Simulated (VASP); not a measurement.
# TePb in VASP: notebook

The runs below take TePb through single point, with r2SCAN50, HF, RPBE.

Program: VASP 6.6.1. These are calculated values, not measurements. Logs are shortened: lines on timing, memory, paths and dates and some standing lists are left out, and cuts for length are marked.

## 1. The cell of the first run

It takes space group Fm-3m (No. 225, cubic). Conventional cell: a = 6.462 Å, b = 6.462 Å, c = 6.462 Å, α = 90.00°, β = 90.00°, γ = 90.00°. Within 4.3 Å of Pb (site symmetry m-3m) lie 6 Te at 3.23 Å. Within 4.3 Å of Te (site symmetry m-3m) lie 6 Pb at 3.23 Å.

## 2. Single point, r2SCAN50

POSCAR

```
TePb
1.0
    0.0000000000      3.2310000000      3.2310000000
    3.2310000000      0.0000000000      3.2310000000
    3.2310000000      3.2310000000      0.0000000000
Pb Te
1 1
Direct
    0.0000000000      0.0000000000      0.0000000000
    0.5000000000      0.5000000000      0.5000000000
```

INCAR.step1

```
SYSTEM = TePb
ALGO = Normal
EDIFF = 1E-5
ENCUT = 520
GGA = PE
ISIF = 2
ISMEAR = -1
LASPH = .True.
LCHARG = .False.
LREAL = .False.
LWAVE = .True.
NBANDS = 17
NELM = 80
PREC = Accurate
SIGMA = 0.05
```

INCAR.step2

```
SYSTEM = TePb
AEXX = 0.5
ALGO = Normal
EDIFF = 1E-6
ENCUT = 520
ISIF = 2
ISMEAR = -1
ISTART = 1
LASPH = .True.
LCHARG = .False.
LHFCALC = .True.
LMIXTAU = .True.
LREAL = .False.
LWAVE = .False.
METAGGA = R2SCAN
NBANDS = 17
NELM = 80
PREC = Accurate
PRECFOCK = Normal
SIGMA = 0.05
```

KPOINTS

```
k-points
0
Gamma
  4 4 4
  0 0 0
```

Potentials or basis: VASP PAW PBE potentials, release 64 (Pb_d, Te).

The run is started by

```console
$ cat potpaw_PBE.64/Pb_d/POTCAR potpaw_PBE.64/Te/POTCAR > POTCAR
$ cp INCAR.step1 INCAR
$ mpirun -np 1 vasp_std > vasp.out
$ cp INCAR.step2 INCAR
$ mpirun -np 1 vasp_std > vasp.out
```

OUTCAR:

```text
SYSTEM = TePb
   AEXX = 0.5
   EDIFF = 1E-6
   ENCUT = 520
   ISIF = 2
   ISMEAR = -1
   ISTART = 1
   LASPH = .True.
   LHFCALC = .True.
   LREAL = .False.
   METAGGA = R2SCAN
   NELM = 80
   PREC = Accurate
   PRECFOCK = Normal

 ion  position               nearest neighbor table
   1  0.000  0.000  0.000-   2 3.23   2 3.23   2 3.23   2 3.23   2 3.23   2 3.23
   2  0.500  0.500  0.500-   1 3.23   1 3.23   1 3.23   1 3.23   1 3.23   1 3.23

  LATTYP: Found a face centered cubic cell.
 ALAT       =     6.4620000000

  Lattice vectors:

 A1 = (   0.0000000000,   3.2310000000,   3.2310000000)
 A2 = (   3.2310000000,   0.0000000000,   3.2310000000)
 A3 = (   3.2310000000,   3.2310000000,   0.0000000000)

Analysis of symmetry for initial positions (statically):
=====================================================================
 Subroutine PRICEL returns:
 Original cell was already a primitive cell.

 Routine SETGRP: Setting up the symmetry group for a
 face centered cubic supercell.

 Subroutine GETGRP returns: Found 48 space group operations
 (whereof 48 operations were pure point group operations)
 out of a pool of 48 trial point group operations.

The static configuration has the point symmetry O_h .

Analysis of symmetry for dynamics (positions and initial velocities):
=====================================================================
 Subroutine PRICEL returns:
 Original cell was already a primitive cell.

 Routine SETGRP: Setting up the symmetry group for a
 face centered cubic supercell.

 Subroutine GETGRP returns: Found 48 space group operations
 (whereof 48 operations were pure point group operations)
 out of a pool of 48 trial point group operations.

The dynamic configuration has the point symmetry O_h .

 Subroutine INISYM returns: Found 48 space group operations
 (whereof 48 operations are pure point group operations),
 and found     1 'primitive' translations

----------------------------------------------------------------------------------------

                                     Primitive cell

  volume of cell :      67.4592

  direct lattice vectors                    reciprocal lattice vectors
     0.000000000  3.231000000  3.231000000    -0.154750851  0.154750851  0.154750851
     3.231000000  0.000000000  3.231000000     0.154750851 -0.154750851  0.154750851
     3.231000000  3.231000000  0.000000000     0.154750851  0.154750851 -0.154750851

  length of vectors
     4.569324020  4.569324020  4.569324020     0.268036337  0.268036337  0.268036337

  position of ions in fractional coordinates (direct lattice)
     0.000000000  0.000000000  0.000000000
     0.500000000  0.500000000  0.500000000

  ion indices of the primitive-cell ions
   primitive index   ion index
                 1           1
                 2           2

----------------------------------------------------------------------------------------

 KPOINTS: k-points

Automatic generation of k-mesh.
 Grid dimensions read from file:
 generate k-points for:    4    4    4

 Generating k-lattice:

  Cartesian coordinates                     Fractional coordinates (reciprocal lattice)
    -0.038687713  0.038687713  0.038687713     0.250000000  0.000000000  0.000000000
     0.038687713 -0.038687713  0.038687713     0.000000000  0.250000000  0.000000000
     0.038687713  0.038687713 -0.038687713     0.000000000  0.000000000  0.250000000

  Length of vectors
     0.067009084  0.067009084  0.067009084

  Shift w.r.t. Gamma in fractional coordinates (k-lattice)
     0.000000000  0.000000000  0.000000000

 Subroutine IBZKPT returns following result:
 ===========================================

 Found      8 irreducible k-points:

 Following reciprocal coordinates:
            Coordinates               Weight
  0.000000  0.000000  0.000000      1.000000
  0.250000  0.000000  0.000000      8.000000
  0.500000  0.000000  0.000000      4.000000
  0.250000  0.250000  0.000000      6.000000
  0.500000  0.250000  0.000000     24.000000
 -0.250000  0.250000  0.000000     12.000000
  0.500000  0.500000  0.000000      3.000000
 -0.250000  0.500000  0.250000      6.000000
   k-points           NKPTS =      8   k-points in BZ     NKDIM =     64   number of bands    NBANDS=     17
   number of dos      NEDOS =    301   number of ions     NIONS =      2
   total plane-waves  NPLWV =  46656
   dimension x,y,z NGX =    36 NGY =   36 NGZ =   36
   dimension x,y,z NGXF=    72 NGYF=   72 NGZF=   72
   ions per type =               1   1
   NGX,Y,Z   is equivalent  to a cutoff of  13.10, 13.10, 13.10 a.u.
   NGXF,Y,Z  is equivalent  to a cutoff of  26.20, 26.20, 26.20 a.u.
 SYSTEM =  TePb
   PREC   = accura    normal or accurate (medium, high low for compatibility)
   ISTART =      1    job   : 0-new  1-cont  2-samecut
   ICHARG =      0    charge: 1-file 2-atom 10-const
   ISPIN  =      1    spin polarized calculation?
   LNONCOLLINEAR =      F non collinear calculations
   LSORBIT =      F    spin-orbit coupling
   LASPH  =      T    aspherical Exc in radial PAW
   ENCUT  =  520.0 eV  38.22 Ry    6.18 a.u.   8.50  8.50  8.50*2*pi/ulx,y,z
   NELM   =     80;   NELMIN=  2; NELMDL=  0     # of ELM steps
   EDIFF  = 0.1E-05   stopping-criterion for ELM
   LREAL  =      F    real-space projection
   EDIFFG = 0.1E-04   stopping-criterion for IOM
   NSW    =      0    number of steps for IOM
   IBRION =     -1    ionic relax: 0-MD 1-quasi-New 2-CG
   NFREE  =      0    steps in history (QN), initial steepest desc. (CG)
   ISIF   =      2    stress and relaxation
   ISYM   =      3    0-nonsym 1-usesym 2-fastsym
   POTIM  = 0.5000    time-step for ionic-motion
   TEBEG  =    0.0;   TEEND  =   0.0 temperature during run
   PSTRESS=    0.0 pullay stress
   NELECT =      20.0000    total number of electrons
   NUPDOWN=      -1.0000    fix difference up-down
   EMIN   =  10.00;   EMAX   =-10.00  energy-range for DOS
   EFERMI =   0.00;   METHOD = LEGACY
   ISMEAR =    -1;   SIGMA  =   0.05  broadening in eV -4-tet -1-fermi 0-gaus
   EFERMI_NEDOS =   21; number of points for ismear=-14 and -15
   IALGO  =     38    algorithm
   IMIX   =      1    mixing-type and parameters
     AMIX     =   0.40;   BMIX     =  1.00
     AMIX_MAG =   1.60;   BMIX_MAG =  1.00
  volume/ion in A,a.u.               =      33.73       227.62
  Fermi-wavevector in a.u.,A,eV,Ry     =   1.091619  2.062861 16.213147  1.191633
  Thomas-Fermi vector in A             =   2.227868
   LORBIT       =      0    0 simple, 1 ext, 2 COOP (PROOUT), +10 PAW based schemes
   METAGGA = R2SCAN    functional components
   LHFCALC =     T    Hartree Fock is set to
   PRECFOCK=normal    Normal, Fast or Accurate (Low or Medium for compatibility)
   ENCUT4O =  -1.0   cutoff for four orbital integrals eV
   NKREDX  =     1    reduce k-point grid by
   NKREDY  =     1    reduce k-point grid by
   NKREDZ  =     1    reduce k-point grid by
   AEXX    =    0.5000 exact exchange contribution
   HFSCREEN=    0.0000 screening length (either q_TF or 0.3 A-1)
   HFSCREENC=   0.0000 screening length for correlation (either q_TF or 0.3 A-1)
   ENCUTFOCK=  -1.0 apply spherical cutoff to Coloumb kernel
   IVDW    =     0    specifies the selected vdW correction
   LEPSILON=     F    determine dielectric tensor
   LRPA    =     F    only Hartree local field effects (RPA)
 non-spin polarized calculation
  energy-cutoff  :      520.00
  volume of cell :       67.46
 maximum number of plane-waves:      1837
 NGX is ok and might be reduce to    36
  NGX = 28; NGY = 28; NGZ = 28

 number of electron      20.0000003 magnetization

 Free energy of the ion-electron system (eV)
  ---------------------------------------------------
  ext. energy  EPLUGINS =         0.00000000
  ---------------------------------------------------
  free energy    TOTEN  =       -51.29073631 eV

  energy without entropy =      -51.29073631  energy(sigma->0) =      -51.29073631

 E-fermi :   5.4873     XC(G=0):  -5.5604

 val. band max:        4.3285224757   @ k =   0.5000   0.0000   0.0000
 cond. band min:       7.2099858249   @ k =   0.5000   0.0000   0.0000
 fundamental gap:      2.8814633492
 Fermi energy:         5.4872987536

 k-point     1 :       0.0000    0.0000    0.0000
  band No.  band energies     occupation
      1     -16.4151      2.00000
      2     -16.4151      2.00000
      3     -16.3849      2.00000
      4     -16.3849      2.00000
      5     -16.3849      2.00000
      6     -10.5078      2.00000
[... 9 lines left out ...]
     16      12.8772      0.00000
     17      14.5505      0.00000

 k-point     2 :       0.2500    0.0000    0.0000
  band No.  band energies     occupation
      1     -16.4254      2.00000
      2     -16.4254      2.00000
      3     -16.3842      2.00000
      4     -16.3774      2.00000
      5     -16.3774      2.00000
      6      -9.8648      2.00000
[... 9 lines left out ...]
     16      14.1601      0.00000
     17      17.8442      0.00000

 k-point     3 :       0.5000    0.0000    0.0000
  band No.  band energies     occupation
      1     -16.4366      2.00000
      2     -16.4366      2.00000
      3     -16.3840      2.00000
      4     -16.3688      2.00000
      5     -16.3688      2.00000
      6      -8.7227      2.00000
[... 9 lines left out ...]
     16      16.8557      0.00000
     17      16.8557      0.00000

 k-point     4 :       0.2500    0.2500    0.0000
  band No.  band energies     occupation
      1     -16.4489      2.00000
      2     -16.4097      2.00000
      3     -16.3899      2.00000
      4     -16.3727      2.00000
      5     -16.3727      2.00000
      6      -9.6591      2.00000
[... 9 lines left out ...]
     16      15.9418      0.00000
     17      15.9418      0.00000

 k-point     5 :       0.5000    0.2500    0.0000
  band No.  band energies     occupation
      1     -16.4622      2.00000
      2     -16.4199      2.00000
      3     -16.3856      2.00000
      4     -16.3689      2.00000
      5     -16.3647      2.00000
      6      -8.5915      2.00000
[... 9 lines left out ...]
     16      17.3352      0.00000
     17      18.2100      0.00000

 k-point     6 :      -0.2500    0.2500    0.0000
  band No.  band energies     occupation
      1     -16.4395      2.00000
      2     -16.4334      2.00000
      3     -16.3790      2.00000
      4     -16.3739      2.00000
      5     -16.3714      2.00000
      6      -8.9493      2.00000
[... 9 lines left out ...]
     16      16.0496      0.00000
     17      16.9279      0.00000

 k-point     7 :       0.5000    0.5000    0.0000
  band No.  band energies     occupation
      1     -16.4895      2.00000
      2     -16.4044      2.00000
      3     -16.3950      2.00000
      4     -16.3594      2.00000
      5     -16.3594      2.00000
      6      -8.3867      2.00000
[... 9 lines left out ...]
     16      18.3952      0.00000
     17      18.7533      0.00000

 k-point     8 :      -0.2500    0.5000    0.2500
  band No.  band energies     occupation
      1     -16.4683      2.00000
      2     -16.4222      2.00000
      3     -16.3779      2.00000
      4     -16.3779      2.00000
      5     -16.3594      2.00000
      6      -8.1982      2.00000
[... 9 lines left out ...]
     16      18.6622      0.00000
     17      18.8995      0.00000

------------------------ aborting loop because EDIFF is reached ----------------------------------------

  FORCE on cell =-STRESS in cart. coord.  units (eV):
  Direction    XX          YY          ZZ          XY          YZ          ZX
  --------------------------------------------------------------------------------------
  -------------------------------------------------------------------------------------
  Total       -0.0619855     -0.0619855     -0.0619855      0.0000000      0.0000000      0.0000000
  in kB       -1.4721764     -1.4721764     -1.4721764      0.0000000      0.0000000      0.0000000
  external PRESSURE =      -1.4721764 kB  Pullay stress =       0.0000000 kB

 VOLUME and BASIS-vectors are now :
 -----------------------------------------------------------------------------
  energy-cutoff  :      520.00
  volume of cell :       67.46
      direct lattice vectors                 reciprocal lattice vectors
     0.000000000  3.231000000  3.231000000    -0.154750851  0.154750851  0.154750851
     3.231000000  0.000000000  3.231000000     0.154750851 -0.154750851  0.154750851
     3.231000000  3.231000000  0.000000000     0.154750851  0.154750851 -0.154750851

 POSITION                                       TOTAL-FORCE (eV/Angst)
 -----------------------------------------------------------------------------------
      0.00000      0.00000      0.00000        -0.000000     -0.000000     -0.000000
      3.23100      3.23100      3.23100         0.000000      0.000000      0.000000
 -----------------------------------------------------------------------------------
    total drift:                               -0.000001      0.000001      0.000001

  FREE ENERGIE OF THE ION-ELECTRON SYSTEM (eV)
  ---------------------------------------------------
  free  energy   TOTEN  =       -51.2907363120 eV

  energy  without entropy=      -51.2907363120  energy(sigma->0) =      -51.29073631
```

Wall time 16 min (1 thread of AMD EPYC 7R43 (Zen 3), shared host); peak memory 0.2 GiB.

Results:

| Property | Result |
| --- | --- |
| Free energy | -51.2907 eV |
| Pressure | -0.1 GPa |
| Band gap on the k mesh | 2.88 eV |

Caveat: the k points lie up to 0.42 Å⁻¹ apart; the PAW data sets were made with another functional, which shifts forces and pressure a little; spin-orbit coupling is left out, which moves the levels of the heavy elements.

## 3. Single point, HF

This run uses another cell than the first one, of 39.25 Å³/atom.

POSCAR

```
TePb
1.0
    0.0000000000      3.3983587961      3.3983587961
    3.3983587961      0.0000000000      3.3983587961
    3.3983587961      3.3983587961      0.0000000000
Pb Te
1 1
Direct
    0.0000000000      0.0000000000      0.0000000000
    0.5000000000      0.5000000000      0.5000000000
```

INCAR.step1

```
SYSTEM = TePb
PREC = Accurate
ENCUT = 520
EDIFF = 1E-5
ISMEAR = -1
SIGMA = 0.05
LREAL = .False.
LASPH = .True.
NELM = 100
ALGO = Normal
ISIF = 2
LWAVE = .True.
LCHARG = .False.
NBANDS = 17
GGA = PE
```

INCAR.step2

```
SYSTEM = TePb
PREC = Accurate
ENCUT = 520
EDIFF = 1E-7
ISMEAR = -1
SIGMA = 0.05
LREAL = .False.
LASPH = .True.
NELM = 100
ALGO = Normal
ISIF = 2
LWAVE = .False.
LCHARG = .False.
GGA = PE
LHFCALC = .True.
AEXX = 1.0
ALDAC = 0.0
AGGAC = 0.0
PRECFOCK = Normal
NBANDS = 17
ISTART = 1
```

KPOINTS

```
Automatic mesh
0
Gamma
  4 4 4
  0 0 0
```

Potentials or basis: VASP PAW PBE potentials, release 64 (Pb_d, Te).

The run is started by

```console
$ cat potpaw_PBE.64/Pb_d/POTCAR potpaw_PBE.64/Te/POTCAR > POTCAR
$ cp INCAR.step1 INCAR
$ mpirun -np 1 vasp_std > vasp.out
$ cp INCAR.step2 INCAR
$ mpirun -np 1 vasp_std > vasp.out
```

Wall time 23 min (1 thread of AMD EPYC 7R43 (Zen 3), shared host); peak memory 0.19 GiB.

Results (log left out):

```yaml
Free_energy: -17.6365 eV
Pressure: -1.5 GPa
Band_gap_on_the_k_mesh: 5.75 eV
```

Levels at points of the mesh, in eV from the valence-band top:
```csv
k point,band 8,band 9,band 10,band 11,band 12,band 13
"(0.00, 0.00, 0.00)",-1.56,-1.56,-1.56,9.94,9.94,9.94
"(0.50, 0.00, 0.00)",-1.19,-1.19,0.00,5.75,6.67,6.67
"(0.50, 0.50, 0.00)",-5.16,-3.16,-3.16,9.16,11.30,11.30
```

Caveat: the PAW data sets were made with another functional, which shifts forces and pressure a little; spin-orbit coupling is left out, which moves the levels of the heavy elements. A k mesh can miss the band edges.

## 4. Single point, RPBE, non-collinear spin, typed start (atoms moved at random)

INCAR

```
  PREC = Accurate
  ENCUT = 500
  EDIFF = 1E-6
  ISMEAR = -1
  SIGMA = 0.025
  LREAL = F
  LASPH = T
  NELM = 200
  ALGO = Normal
  ISIF = 2
  LWAVE = F
  LCHARG = F
  LNONCOLLINEAR = T
  MAGMOM = 0 0 0.5 0 0 0
  LORBIT = 11
  GGA = RP
  NBANDS = 32
  GGA_COMPAT = F
```

KPOINTS

```
Automatic mesh
0
Gamma
  5 5 5
```

POSCAR

```
TePb
1.0
    0.0000000000      3.2310000000      3.2310000000
    3.2310000000      0.0000000000      3.2310000000
    3.2310000000      3.2310000000      0.0000000000
Pb Te
1 1
Direct
   -0.0053154198      0.0051947455     -0.0066117127
    0.4949184198      0.5048192545      0.4933297127
```

The run is started by

```console
$ cat potpaw_PBE.64/Pb_d/POTCAR potpaw_PBE.64/Te/POTCAR > POTCAR
$ mpirun -np 1 vasp_ncl > vasp.out
```

Wall time 14 min (1 thread of Oxide Virtual Turin-like, shared host); peak memory 0.6 GiB.

Results (log left out):

| Quantity | Value |
| --- | --- |
| Free energy | -6.7781 eV |
| Pressure | 3.6 GPa |
| Band gap on the k mesh | 1.27 eV |
| Net moment | 0.00 μB per cell |
| Valence electrons inside the program's atomic spheres | Pb 11.88; Te 3.40 |

Levels at points of the mesh, in eV from the valence-band top:
```csv
k point,band 17,band 18,band 19,band 20,band 21,band 22,band 23,band 24
"(0.00, 0.00, 0.00)",-1.19,-1.19,-1.19,-1.19,4.28,4.28,4.28,4.28
```

Moments on the atoms (μB; x, y, z):
```
Pb  0.00 0.00 0.00
Te  0.00 0.00 0.00
```

Caveat: the cell differs from its parent crystal (atoms moved at random); the cell stands under pressure; the PAW data sets were made with another functional, which shifts forces and pressure a little; spin-orbit coupling is left out, which moves the levels of the heavy elements. A k mesh can miss the band edges.

## 5. The runs side by side

| level | spin | cell | k mesh | cutoff (eV) | smearing | grid for exact exchange (PRECFOCK) | share of exact exchange | gap on the mesh (eV) | pressure (GPa) |
| --- | --- | --- | --- | --- | --- | --- | --- | --- | --- |
| r2SCAN50 | off | a = 4.569 Å, angles 60.0°, 2 atoms, atomic positions A | 4 × 4 × 4 | 520 | fermi-dirac 0.05 eV | Normal | 0.5 | 2.88 | -0.1 |
| HF | off | a = 4.806 Å, angles 60.0°, 2 atoms, atomic positions A | 4 × 4 × 4 | 520 | fermi-dirac 0.05 eV | Normal | 1 | 5.75 | -1.5 |
| RPBE | non-collinear, typed start | a = 4.569 Å, angles 60.0°, 2 atoms, atomic positions B | 5 × 5 × 5 | 500 | fermi-dirac 0.025 eV | - | - | 1.27 | 3.6 |

Alike in all rows: task single point; potentials or basis VASP PAW PBE potentials, release 64 (Pb_d, Te).

Caveats: some runs use coarse meshes; the PAW data sets were made with another functional, which shifts forces and pressure a little; spin-orbit coupling is left out, which moves the levels of the heavy elements; the cell stands under pressure (at least some runs).

Total energies depend on the potentials used, so only differences within one code and one set of settings carry meaning.
